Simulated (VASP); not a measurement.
# Fe (P6_3/mmc) in VASP: a series of runs, part 2 of 2

VASP 6.6.1.

### Step 4. Single point, PBEsol, collinear spin, ferrimagnetic start (volume scaled by 1.12)

Input file INCAR:

```
PREC     = Accurate       # precision mode
ENCUT    = 520            # plane-wave cutoff, eV
EDIFF    = 1E-6           # SCF threshold, eV
ISMEAR   = -1             # smearing method
SIGMA    = 0.05           # smearing width, eV
LREAL    = False          # projectors in reciprocal space
LASPH    = True           # aspherical terms in the spheres
NELM     = 150            # most SCF steps
ALGO     = Normal         # electronic algorithm
ISIF     = 2              # what is computed and relaxed
LWAVE    = False          # write WAVECAR
LCHARG   = True           # write CHGCAR
ISPIN    = 2              # spin polarisation
MAGMOM   = 0.012 0.012 -0.445 -0.445 # initial moments
LORBIT   = 11             # projections on sites
LMAXMIX  = 4              # l up to which the mixer works
GGA      = PS             # functional
LELF     = True           # ELF
LVHAR    = True         
NBANDS   = 28             # bands
```

Input file KPOINTS:

```
Automatic mesh
0
Gamma
  17 17 5
```

Input file POSCAR:

```
Fe
1.0
    2.5122714967      0.0000000000      0.0000000000
   -1.2561357484      2.1756909374      0.0000000000
    0.0000000000      0.0000000000      8.0984990292
Fe
4
Direct
    0.0000000000      0.0000000000      0.0000000000
    0.0000000000      1.0000000000      0.5000000000
    0.3333333333      0.6666666667      0.2500000000
    0.6666666667      0.3333333333      0.7500000000
```

Potentials or basis: VASP PAW PBE potentials, release 64 (Fe).

On the command line:

```bash
$ cat potpaw_PBE.64/Fe/POTCAR > POTCAR
$ mpirun -np 1 vasp_std > vasp.out
```

OUTCAR:

```text
PREC = Accurate
   ENCUT = 520
   EDIFF = 1E-6
   ISMEAR = -1
   LREAL = False
   LASPH = True
   NELM = 150
   ISIF = 2
   ISPIN = 2
   LORBIT = 11
   GGA = PS

 ion  position               nearest neighbor table
   1  0.000  0.000  0.000-   3 2.49   4 2.49   4 2.49   3 2.49   4 2.49   3 2.49
   2  0.000  0.000  0.500-   3 2.49   4 2.49   4 2.49   3 2.49   4 2.49   3 2.49
   3  0.333  0.667  0.250-   1 2.49   2 2.49   1 2.49   2 2.49   1 2.49   2 2.49
   4  0.667  0.333  0.750-   1 2.49   2 2.49   1 2.49   2 2.49   1 2.49   2 2.49

  LATTYP: Found a hexagonal cell.
 ALAT       =     2.5122714967
 C/A-ratio  =     3.2235763690

  Lattice vectors:

 A1 = (   2.5122714967,   0.0000000000,   0.0000000000)
 A2 = (  -1.2561357484,   2.1756909374,   0.0000000000)
 A3 = (   0.0000000000,   0.0000000000,   8.0984990292)

Analysis of symmetry for initial positions (statically):
=====================================================================
 Subroutine PRICEL returns:
 Original cell was already a primitive cell.
[... 1695 lines left out ...]

  FORCE on cell =-STRESS in cart. coord.  units (eV):
  Direction    XX          YY          ZZ          XY          YZ          ZX
  --------------------------------------------------------------------------------------
  -------------------------------------------------------------------------------------
  Total       -6.4311987     -6.4311987     -4.7587501      0.0000000      0.0000000      0.0000000
  in kB     -232.7738557   -232.7738557   -172.2404598      0.0000000      0.0000000      0.0000000
  external PRESSURE =    -212.5960571 kB  Pullay stress =       0.0000000 kB

 VOLUME and BASIS-vectors are now :
 -----------------------------------------------------------------------------
  energy-cutoff  :      520.00
  volume of cell :       44.27
      direct lattice vectors                 reciprocal lattice vectors
     2.512271497  0.000000000  0.000000000     0.398046151  0.229812053  0.000000000
    -1.256135748  2.175690937  0.000000000     0.000000000  0.459624105  0.000000000
     0.000000000  0.000000000  8.098499029     0.000000000  0.000000000  0.123479672

 POSITION                                       TOTAL-FORCE (eV/Angst)
 -----------------------------------------------------------------------------------
      0.00000      0.00000      0.00000         0.000000      0.000000      0.000000
      0.00000      0.00000      4.04925         0.000000      0.000000      0.000000
     -0.00000      1.45046      2.02462         0.000000      0.000000     -0.000000
      1.25614      0.72523      6.07387        -0.000000     -0.000000      0.000000
 -----------------------------------------------------------------------------------
    total drift:                                0.000000     -0.000000      0.000000

  FREE ENERGIE OF THE ION-ELECTRON SYSTEM (eV)
  ---------------------------------------------------
  free  energy   TOTEN  =       -35.1412031185 eV

  energy  without entropy=      -35.0904023333  energy(sigma->0) =      -35.11580273

 total charge

# of ion       s       p       d       tot
------------------------------------------
    1        0.503   0.563   6.262   7.328
    2        0.503   0.563   6.262   7.328
    3        0.503   0.570   6.239   7.311
    4        0.503   0.570   6.239   7.311
--------------------------------------------------
tot          2.011   2.265  25.002  29.279

 magnetization (x)

# of ion       s       p       d       tot
------------------------------------------
    1        0.007   0.017   0.766   0.790
    2        0.007   0.017   0.766   0.790
    3       -0.001  -0.005  -1.469  -1.475
    4       -0.001  -0.005  -1.469  -1.475
--------------------------------------------------
tot          0.012   0.024  -1.406  -1.370
```

OSZICAR:

```text
N       E                     dE             d eps       ncg     rms          rms(c)
DAV:   1     0.222684126316E+03    0.22268E+03   -0.13336E+04 11432   0.146E+03
DAV:   2    -0.297338236249E+02   -0.25242E+03   -0.23230E+03 11088   0.304E+02
DAV:   3    -0.422833255886E+02   -0.12550E+02   -0.11298E+02 11984   0.967E+01
DAV:   4    -0.424423352787E+02   -0.15901E+00   -0.15863E+00 12240   0.123E+01
[... 18 lines left out ...]
DAV:  23    -0.351411903773E+02   -0.42774E-04   -0.22016E-04 20100   0.219E-01    0.280E-02
DAV:  24    -0.351412025706E+02   -0.12193E-04   -0.70414E-05 19608   0.129E-01    0.115E-02
DAV:  25    -0.351412033396E+02   -0.76892E-06   -0.31438E-05 18136   0.928E-02    0.384E-03
DAV:  26    -0.351412031185E+02    0.22105E-06   -0.49796E-06  8624   0.389E-02
   1 F= -.35141203E+02 E0= -.35115803E+02  d E =-.508008E-01  mag=    -1.3864
```

Run time: 7.7 min. Hardware: 1 thread of AMD EPYC 7R43 (Zen 3), shared host; peak memory 0.25 GiB.

Results:

| Quantity | Value |
| --- | --- |
| Free energy | -35.1412 eV |
| Pressure | -21.3 GPa |
| Net moment | -1.39 μB per cell |
| Site moments | Fe +0.79, -1.48 μB |
| Valence electrons inside the program's atomic spheres | Fe 7.33, 7.31 |

Caveat: the PAW data sets were made with another functional, which shifts forces and pressure a little.

### Step 5. The runs side by side

| task | spin | cell | k mesh | cutoff (eV) | smearing | gap on the mesh (eV) | pressure (GPa) |
| --- | --- | --- | --- | --- | --- | --- | --- |
| single point | off | a = 2.513, b = 2.513, c = 8.088 Å, angles 90.0, 90.0, 120.0°, 4 atoms | 20 × 20 × 6 | 520 | fermi-dirac 0.1 eV | none | -27.9 |
| relaxation of cell and atoms | off | relaxed from a = 2.554, b = 2.554, c = 8.341 Å, angles 90.0, 90.0, 120.0°, 4 atoms | 14 × 14 × 4 | 600 | fermi-dirac 0.1 eV | - | 0.1 |
| single point | collinear, ferrimagnetic start | a = 2.512, b = 2.512, c = 8.098 Å, angles 90.0, 90.0, 120.0°, 4 atoms | 17 × 17 × 5 | 520 | fermi-dirac 0.05 eV | none | -21.3 |

Alike in all rows: level PBEsol; potentials or basis VASP PAW PBE potentials, release 64 (Fe).

Caveats: the PAW data sets were made with another functional, which shifts forces and pressure a little; the bands computed are all filled at some k points, so no gap is given (some runs).

Total energies depend on the potentials used, so only differences within one code and one set of settings carry meaning.
